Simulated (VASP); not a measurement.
Set up this calculation in VASP 6.6.1, as the native input.

```
Task                   : single point
Functional             : PBEsol
Potentials or basis    : VASP PAW PBE potentials, release 64 (O, C)
Cutoff                 : 520 eV
k mesh                 : 9 × 9 × 9
Occupations            : fermi-dirac, width 0.05 eV
Spin                   : no spin polarisation
Dipole correction      : no
Further INCAR settings : ALGO = Normal; EDIFF = 1e-06; NBANDS = 25
```

The structure of CO2 lies in POSCAR:

```
CO2
1.0
   -1.9591081624      1.9591081624      2.9681376599
    1.9591081624     -1.9591081624      2.9681376599
    1.9591081624      1.9591081624     -2.9681376599
O C
4 2
Direct
    0.8750000000      0.9577596168      0.5827596168
    0.3750000000      0.2922403832      0.4172403832
    0.0422403832      0.6250000000      0.9172403832
    0.7077596168      0.1250000000      0.0827596168
    0.0000000000      0.0000000000      0.0000000000
    0.7500000000      0.2500000000      0.5000000000
```

The input as run:

INCAR

```
PREC = Accurate
ENCUT = 520
EDIFF = 1E-6
ISMEAR = -1
SIGMA = 0.05
LREAL = False
LASPH = True
NELM = 80
ALGO = Normal
ISIF = 2
LWAVE = False
LCHARG = True
GGA = PS
LELF = True
LVHAR = True
NBANDS = 25
```

KPOINTS

```
regular mesh
0
Gamma
  9 9 9
```

Potentials or basis: VASP PAW PBE potentials, release 64 (O, C).

The run is started by

```console
$ cat potpaw_PBE.64/O/POTCAR potpaw_PBE.64/C/POTCAR > POTCAR
$ mpirun -np 1 vasp_std > vasp.out
```

Results of the run:

The pressure is 1.7 GPa. The largest force is 0.099 eV/Å. The band gap on the k mesh is 7.60 eV (least direct gap 8.03 eV).

Caveat: the PAW data sets were made with another functional, which shifts forces and pressure a little.

Run time: 68 s on 1 thread of Oxide Virtual Turin-like Processor, with other jobs on the host, peak memory 0.17 GiB.
